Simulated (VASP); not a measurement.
# Cd (P6_3/mmc) in VASP: a series of runs

The runs below take Cd through single point, with PBEsol.

Everything below comes from runs of VASP 6.6.1. Logs are shortened: lines on timing, memory, paths and dates and some standing lists are left out, and cuts for length are marked.

### 1 The cell of the first run

Symmetry: P6_3/mmc, No. 194, hexagonal system. Conventional cell: a = 2.944 Å, b = 2.944 Å, c = 5.947 Å, α = 90.00°, β = 90.00°, γ = 120.00°. Within 3.9 Å of Cd (site symmetry -6m2) lie 12 Cd at 2.94 to 3.43 Å.

### 2 Single point, PBEsol (strain along c alone, the other axes held: +6.0 %)

INCAR reads:

```
PREC = Accurate
ENCUT = 520
EDIFF = 1E-7
ISMEAR = 0
SIGMA = 0.1
LREAL = F
LASPH = T
NELM = 100
ALGO = Fast
ISIF = 2
LWAVE = F
LCHARG = T
GGA = PS
LELF = T
LVHAR = T
NBANDS = 19
```

KPOINTS reads:

```
Automatic mesh
0
Gamma
  24 24 10
```

POSCAR reads:

```
Cd
1.0
    2.9442134660      0.0000000000      0.0000000000
   -1.4721067330      2.5497636557      0.0000000000
    0.0000000000      0.0000000000      5.9469326872
Cd
2
Direct
    0.3333333333      0.6666666667      0.2500000000
    0.6666666667      0.3333333333      0.7500000000
```

Potentials or basis: VASP PAW PBE potentials, release 64 (Cd).

On the command line:

```bash
$ cat potpaw_PBE.64/Cd/POTCAR > POTCAR
$ mpirun -np 1 vasp_std > vasp.out
```

OUTCAR:

```text
PREC = Accurate
   ENCUT = 520
   EDIFF = 1E-7
   ISMEAR = 0
   LREAL = F
   LASPH = T
   NELM = 100
   ISIF = 2
   GGA = PS

 ion  position               nearest neighbor table
   1  0.333  0.667  0.250-   2 3.43   2 3.43   2 3.43   2 3.43   2 3.43   2 3.43
   2  0.667  0.333  0.750-   1 3.43   1 3.43   1 3.43   1 3.43   1 3.43   1 3.43

  LATTYP: Found a hexagonal cell.
 ALAT       =     2.9442134660
 C/A-ratio  =     2.0198714379

  Lattice vectors:

 A1 = (   2.9442134660,   0.0000000000,   0.0000000000)
 A2 = (  -1.4721067330,   2.5497636557,   0.0000000000)
 A3 = (   0.0000000000,   0.0000000000,   5.9469326872)

Analysis of symmetry for initial positions (statically):
=====================================================================
 Subroutine PRICEL returns:
 Original cell was already a primitive cell.

 Routine SETGRP: Setting up the symmetry group for a
 hexagonal supercell.

 Subroutine GETGRP returns: Found 24 space group operations
 (whereof 12 operations were pure point group operations)
 out of a pool of 24 trial point group operations.

The static configuration has the point symmetry D_3d.
 The point group associated with its full space group is D_6h.

Analysis of symmetry for dynamics (positions and initial velocities):
=====================================================================
 Subroutine PRICEL returns:
 Original cell was already a primitive cell.

 Routine SETGRP: Setting up the symmetry group for a
 hexagonal supercell.

 Subroutine GETGRP returns: Found 24 space group operations
 (whereof 12 operations were pure point group operations)
 out of a pool of 24 trial point group operations.

The dynamic configuration has the point symmetry D_3d.
 The point group associated with its full space group is D_6h.

 Subroutine INISYM returns: Found 24 space group operations
 (whereof 12 operations are pure point group operations),
 and found     1 'primitive' translations

----------------------------------------------------------------------------------------

                                     Primitive cell

  volume of cell :      44.6439

  direct lattice vectors                    reciprocal lattice vectors
     2.944213466  0.000000000  0.000000000     0.339649285  0.196096606  0.000000000
    -1.472106733  2.549763656  0.000000000     0.000000000  0.392193213  0.000000000
     0.000000000  0.000000000  5.946932687     0.000000000  0.000000000  0.168153913

  length of vectors
     2.944213466  2.944213466  5.946932687     0.392193213  0.392193213  0.168153913

  position of ions in fractional coordinates (direct lattice)
     0.333333333  0.666666667  0.250000000
     0.666666667  0.333333333  0.750000000

  ion indices of the primitive-cell ions
   primitive index   ion index
                 1           1
                 2           2

----------------------------------------------------------------------------------------

 KPOINTS: Automatic mesh

Automatic generation of k-mesh.
 Grid dimensions read from file:
 generate k-points for:   24   24   10

 Generating k-lattice:

  Cartesian coordinates                     Fractional coordinates (reciprocal lattice)
     0.014152054  0.008170692  0.000000000     0.041666667  0.000000000  0.000000000
     0.000000000  0.016341384  0.000000000     0.000000000  0.041666667  0.000000000
     0.000000000  0.000000000  0.016815391     0.000000000  0.000000000  0.100000000

  Length of vectors
     0.016341384  0.016341384  0.016815391

  Shift w.r.t. Gamma in fractional coordinates (k-lattice)
     0.000000000  0.000000000  0.000000000

 Subroutine IBZKPT returns following result:
 ===========================================

 Found    366 irreducible k-points:

 Following reciprocal coordinates:
            Coordinates               Weight
  0.000000  0.000000  0.000000      1.000000
  0.041667 -0.000000  0.000000      6.000000
  0.083333  0.000000  0.000000      6.000000
  0.125000  0.000000  0.000000      6.000000
  0.166667 -0.000000  0.000000      6.000000
  0.208333 -0.000000  0.000000      6.000000
[... 16 lines left out ...]
  0.416667  0.041667  0.000000     12.000000
  0.458333  0.041667  0.000000     12.000000
 [... further k-points ...]
   k-points           NKPTS =    366   k-points in BZ     NKDIM =    366   number of bands    NBANDS=     19
   number of dos      NEDOS =    301   number of ions     NIONS =      2
   total plane-waves  NPLWV =  27648
   dimension x,y,z NGX =    24 NGY =   24 NGZ =   48
   dimension x,y,z NGXF=    48 NGYF=   48 NGZF=   96
   ions per type =               2
   NGX,Y,Z   is equivalent  to a cutoff of  13.55, 13.55, 13.42 a.u.
   NGXF,Y,Z  is equivalent  to a cutoff of  27.10, 27.10, 26.84 a.u.
 SYSTEM =  unknown system
   PREC   = accura    normal or accurate (medium, high low for compatibility)
   ISTART =      0    job   : 0-new  1-cont  2-samecut
   ICHARG =      2    charge: 1-file 2-atom 10-const
[... 91 lines left out ...]
      3      -6.6497      2.00000
      4      -6.6145      2.00000
      5      -6.5523      2.00000
      6      -6.5207      2.00000
[... 11 lines left out ...]
     18      17.2617      0.00000
     19      18.9420      0.00000

 k-point     4 :       0.1250    0.0000    0.0000
  band No.  band energies     occupation
      1      -7.1224      2.00000
      2      -6.9614      2.00000
      3      -6.6799      2.00000
      4      -6.6280      2.00000
      5      -6.4702      2.00000
      6      -6.4403      2.00000
[... 11 lines left out ...]
     18      16.9419      0.00000
     19      18.2005      0.00000

 k-point     5 :       0.1667   -0.0000    0.0000
  band No.  band energies     occupation
      1      -7.0656      2.00000
      2      -6.9081      2.00000
      3      -6.7025      2.00000
      4      -6.5979      2.00000
      5      -6.3614      2.00000
      6      -6.3340      2.00000
[... 11 lines left out ...]
     18      16.5086      0.00000
     19      16.7794      0.00000

 k-point     6 :       0.2083   -0.0000    0.0000
  band No.  band energies     occupation
      1      -7.0723      2.00000
      2      -6.9154      2.00000
      3      -6.6597      2.00000
      4      -6.5118      2.00000
      5      -6.3917      2.00000
      6      -6.2318      2.00000
[... 11 lines left out ...]
     18      15.4724      0.00000
     19      16.2356      0.00000

 k-point     7 :       0.2500    0.0000    0.0000
  band No.  band energies     occupation
      1      -7.1254      2.00000
      2      -6.9770      2.00000
      3      -6.5638      2.00000
      4      -6.5306      2.00000
      5      -6.3887      2.00000
      6      -6.2961      2.00000
[... 11 lines left out ...]
     18      14.5376      0.00000
     19      16.2410      0.00000

 k-point     8 :       0.2917    0.0000    0.0000
  band No.  band energies     occupation
      1      -7.1958      2.00000
      2      -7.0537      2.00000
      3      -6.6601      2.00000
      4      -6.4643      2.00000
      5      -6.3820      2.00000
      6      -6.2514      2.00000
[... 256 lines left out ...]
 k-point    20 :       0.2917    0.0417    0.0000
  band No.  band energies     occupation
      1      -7.2126      2.00000
      2      -7.0717      2.00000
      3      -6.7180      2.00000
      4      -6.4274      2.00000
      5      -6.4261      2.00000
      6      -6.2103      2.00000
[... 11 lines left out ...]
     18      14.8440      0.00000
     19      16.1450      0.00000

 k-point    21 :       0.3333    0.0417    0.0000
  band No.  band energies     occupation
      1      -7.2810      2.00000
      2      -7.1425      2.00000
      3      -6.8189      2.00000
      4      -6.4959      2.00000
      5      -6.3405      2.00000
      6      -6.2176      2.00000
[... 11 lines left out ...]
     18      15.5679      0.00000
     19      15.7052      0.00000

 k-point    22 :       0.3750    0.0417    0.0000
  band No.  band energies     occupation
      1      -7.3379      2.00000
      2      -7.2006      2.00000
      3      -6.8970      2.00000
      4      -6.5512      2.00000
      5      -6.2722      2.00000
      6      -6.2416      2.00000
[... 11 lines left out ...]
     18      15.3204      0.00000
     19      16.3690      0.00000

 k-point    23 :       0.4167    0.0417    0.0000
  band No.  band energies     occupation
      1      -7.3784      2.00000
      2      -7.2416      2.00000
      3      -6.9502      2.00000
      4      -6.5899      2.00000
      5      -6.2583      2.00000
      6      -6.2244      2.00000
[... 11 lines left out ...]
     18      15.0493      0.00000
     19      16.1785      0.00000

 k-point    24 :       0.4583    0.0417    0.0000
  band No.  band energies     occupation
      1      -7.3994      2.00000
      2      -7.2629      2.00000
      3      -6.9770      2.00000
      4      -6.6099      2.00000
      5      -6.2669      2.00000
      6      -6.1996      2.00000
[... 11 lines left out ...]
     18      14.9102      0.00000
     19      16.0860      0.00000

 [... further k-points ...]

------------------------ aborting loop because EDIFF is reached ----------------------------------------

  FORCE on cell =-STRESS in cart. coord.  units (eV):
  Direction    XX          YY          ZZ          XY          YZ          ZX
  --------------------------------------------------------------------------------------
  -------------------------------------------------------------------------------------
  Total       -0.2485987     -0.2485987     -0.8200194      0.0000000     -0.0000000     -0.0000000
  in kB       -8.9216913     -8.9216913    -29.4287956      0.0000000     -0.0000000     -0.0000000
  external PRESSURE =     -15.7573928 kB  Pullay stress =       0.0000000 kB

 VOLUME and BASIS-vectors are now :
 -----------------------------------------------------------------------------
  energy-cutoff  :      520.00
  volume of cell :       44.64
      direct lattice vectors                 reciprocal lattice vectors
     2.944213466  0.000000000  0.000000000     0.339649285  0.196096606  0.000000000
    -1.472106733  2.549763656  0.000000000     0.000000000  0.392193213  0.000000000
     0.000000000  0.000000000  5.946932687     0.000000000  0.000000000  0.168153913

 POSITION                                       TOTAL-FORCE (eV/Angst)
 -----------------------------------------------------------------------------------
     -0.00000      1.69984      1.48673         0.000000     -0.000000     -0.000000
      1.47211      0.84992      4.46020        -0.000000      0.000000      0.000000
 -----------------------------------------------------------------------------------
    total drift:                               -0.000000      0.000000      0.000000

  FREE ENERGIE OF THE ION-ELECTRON SYSTEM (eV)
  ---------------------------------------------------
  free  energy   TOTEN  =        -2.3754175712 eV

  energy  without entropy=       -2.3730317561  energy(sigma->0) =       -2.37422466
```

Wall time 2.4 min (1 thread of Intel Xeon Platinum 8488C (Sapphire Rapids), shared host); peak memory 0.36 GiB.

What came out:

* Free energy: -2.3754 eV
* Pressure: -1.6 GPa
* Band gap on the k mesh: zero (band 12 reaches 4.10 eV, above the bottom of band 13 at -0.56 eV)

Caveat: the cell differs from its parent crystal (strain along c alone, the other axes held: +6.0 %); the PAW data sets were made with another functional, which shifts forces and pressure a little.

### 3 Single point, PBEsol

This run uses another cell than the first one, of 21.06 Å³/atom, 0.943 times its volume.

INCAR reads:

```
  PREC = Accurate
  ENCUT = 520
  EDIFF = 1E-6
  ISMEAR = 0
  SIGMA = 0.1
  LREAL = False
  LASPH = True
  NELM = 60
  ALGO = Fast
  ISIF = 2
  LWAVE = False
  LCHARG = False
  GGA = PS
  NBANDS = 19
```

KPOINTS is that of step 2.

Edit POSCAR of step 2 so:

```diff
@@ -4,3 +4,3 @@
    -1.4721067330      2.5497636557      0.0000000000
-    0.0000000000      0.0000000000      5.9469326872
+    0.0000000000      0.0000000000      5.6103138558
 Cd
```

Potentials or basis: VASP PAW PBE potentials, release 64 (Cd).

On the command line:

```bash
$ cat potpaw_PBE.64/Cd/POTCAR > POTCAR
$ mpirun -np 1 vasp_std > vasp.out
```

Run time: 4.2 min. Hardware: 1 thread of Intel Xeon Platinum 8259CL at 2.50GHz (Skylake/Cascade Lake), shared host; peak memory 0.34 GiB.

It converged, with:

```
Free energy            : -2.4016 eV
Pressure               : 0.5 GPa
Band gap on the k mesh : zero (band 12 reaches 4.43 eV, above the bottom of band 13 at -0.16 eV)
```

Stress tensor (GPa, compression positive):
```
0.68 0.00 0.00
0.00 0.68 0.00
0.00 0.00 0.00
```

Levels at points of the mesh, in eV from the Fermi level:
```csv
k point,band 8,band 9,band 10,band 11,band 12,band 13,band 14,band 15,band 16,band 17
"(0.00, 0.00, 0.00)",-8.67,-8.67,-8.41,-8.41,-3.20,-3.11,10.44,14.67,14.90,15.33
"(0.50, 0.00, 0.00)",-8.45,-8.12,-8.10,-2.38,-1.79,1.99,3.05,3.28,5.32,8.62
"(0.00, 0.00, 0.50)",-8.52,-8.52,-8.52,-7.52,-7.52,3.62,3.62,15.01,15.01,16.26
"(0.50, 0.00, 0.50)",-8.43,-8.11,-8.11,-1.60,-1.60,0.19,0.19,8.10,8.10,10.26
```

Caveat: the PAW data sets were made with another functional, which shifts forces and pressure a little.

### 4 Single point, PBEsol (biaxial strain in the a-b plane: +6.0 %, then relaxed in part)

INCAR reads:

```
SYSTEM = Cd
ALGO = Fast ; EDIFF = 1E-6
ENCUT = 520 ; GGA = PS
ISIF = 2 ; ISMEAR = 0
LASPH = .TRUE. ; LCHARG = .FALSE.
LREAL = .FALSE. ; LWAVE = .FALSE.
NBANDS = 19 ; NELM = 60
PREC = Accurate ; SIGMA = 0.1
```

KPOINTS reads:

```
k-points
0
G
  24 24 10
  0 0 0
```

POSCAR reads:

```
Cd
1.0
    3.1208662740      0.0000000000      0.0000000000
   -1.5604331370      2.7027494750      0.0000000000
    0.0000000000      0.0000000000      4.9820640088
Cd
2
Direct
    0.3333333333      0.6666666667      0.2500000000
    0.6666666667      0.3333333333      0.7500000000
```

On the command line:

```bash
$ cat potpaw_PBE.64/Cd/POTCAR > POTCAR
$ mpirun -np 1 vasp_std > vasp.out
```

Wall time 3.3 min (1 thread of Intel Xeon Platinum 8259CL at 2.50GHz (Skylake/Cascade Lake), shared host); peak memory 0.34 GiB.

Results (log left out):

```
Free energy            : -2.3698 eV
Pressure               : -0.3 GPa
Band gap on the k mesh : zero (band 12 reaches 4.63 eV, above the bottom of band 13 at 1.94 eV)
```

Stress tensor (GPa, compression positive):
```
-0.71  0.00  0.00
 0.00 -0.71  0.00
 0.00  0.00  0.40
```

Levels at points of the mesh, in eV from the Fermi level:
```
           k point  band 10  band 11  band 12  band 13  band 14  band 15
(0.00, 0.00, 0.00)    -8.49    -8.49    -2.54    -1.15    12.30    12.30
(0.50, 0.00, 0.00)    -8.39    -3.05    -2.78     2.98     3.14     4.11
(0.00, 0.00, 0.50)    -8.66    -7.39    -7.39     6.70     6.70    13.32
(0.50, 0.00, 0.50)    -8.42    -1.97    -1.97    -0.40    -0.40     8.72
```

Caveat: the cell differs from its parent crystal (biaxial strain in the a-b plane: +6.0 %, then relaxed in part); the PAW data sets were made with another functional, which shifts forces and pressure a little.

### 5 Single point, PBEsol (biaxial strain in the a-b plane: +2.0 %, then relaxed in part)

INCAR reads:

```
SYSTEM = Cd
PREC = Accurate ; ENCUT = 520
EDIFF = 1E-6 ; ISMEAR = 0
SIGMA = 0.1 ; LREAL = .False.
LASPH = .True. ; NELM = 100
ALGO = Fast ; ISIF = 2
LWAVE = .False. ; LCHARG = .False.
GGA = PS ; NBANDS = 19
```

KPOINTS reads:

```
regular mesh
0
Gamma
  24 24 10
  0 0 0
```

POSCAR reads:

```
Cd
1.0
    3.0030977353      0.0000000000      0.0000000000
   -1.5015488677      2.6007589288      0.0000000000
    0.0000000000      0.0000000000      5.4084687171
Cd
2
Direct
    0.3333333333      0.6666666667      0.2500000000
    0.6666666667      0.3333333333      0.7500000000
```

On the command line:

```bash
$ cat potpaw_PBE.64/Cd/POTCAR > POTCAR
$ mpirun -np 1 vasp_std > vasp.out
```

Wall time 3.7 min (1 thread of Intel Xeon Platinum 8259CL at 2.50GHz (Skylake/Cascade Lake), shared host); peak memory 0.34 GiB.

Results (log left out):

```
Free energy            : -2.3951 eV
Pressure               : -0.5 GPa
Band gap on the k mesh : zero (band 12 reaches 4.21 eV, above the bottom of band 13 at 0.44 eV)
```

Stress tensor (GPa, compression positive):
```
-0.84  0.00  0.00
 0.00 -0.84  0.00
 0.00  0.00  0.29
```

Levels at points of the mesh, in eV from the Fermi level:
| k point | band 9 | band 10 | band 11 | band 12 | band 13 | band 14 | band 15 | band 16 |
| --- | --- | --- | --- | --- | --- | --- | --- | --- |
| (0.00, 0.00, 0.00) | -8.82 | -8.48 | -8.48 | -3.06 | -2.57 | 11.86 | 14.06 | 14.24 |
| (0.50, 0.00, 0.00) | -8.27 | -8.24 | -2.63 | -2.15 | 2.19 | 2.98 | 3.41 | 5.33 |
| (0.00, 0.00, 0.50) | -8.62 | -8.62 | -7.52 | -7.52 | 4.47 | 4.47 | 14.40 | 14.40 |
| (0.50, 0.00, 0.50) | -8.25 | -8.25 | -1.75 | -1.75 | -0.09 | -0.09 | 8.63 | 8.63 |

Caveat: the cell differs from its parent crystal (biaxial strain in the a-b plane: +2.0 %, then relaxed in part); the PAW data sets were made with another functional, which shifts forces and pressure a little.

### 6 The runs side by side

| cell | further INCAR settings | gap on the mesh (eV) | pressure (GPa) |
| --- | --- | --- | --- |
| a = 2.944, b = 2.944, c = 5.947 Å, angles 90.0, 90.0, 120.0°, 2 atoms | ALGO = Fast; EDIFF = 1e-07; NBANDS = 19 | none | -1.6 |
| a = 2.944, b = 2.944, c = 5.610 Å, angles 90.0, 90.0, 120.0°, 2 atoms | ALGO = Fast; EDIFF = 1e-06; NBANDS = 19 | none | 0.5 |
| a = 3.121, b = 3.121, c = 4.982 Å, angles 90.0, 90.0, 120.0°, 2 atoms | ALGO = Fast; EDIFF = 1e-06; NBANDS = 19 | none | -0.3 |
| a = 3.003, b = 3.003, c = 5.408 Å, angles 90.0, 90.0, 120.0°, 2 atoms | ALGO = Fast; EDIFF = 1e-06; NBANDS = 19 | none | -0.5 |

Alike in all rows: task single point; level PBEsol; potentials or basis VASP PAW PBE potentials, release 64 (Cd); no spin polarisation; k mesh 24 × 24 × 10; cutoff (eV) 520; smearing gaussian 0.1 eV.

Caveats: the PAW data sets were made with another functional, which shifts forces and pressure a little.

Absolute energies hang on the potentials; compare differences alone.
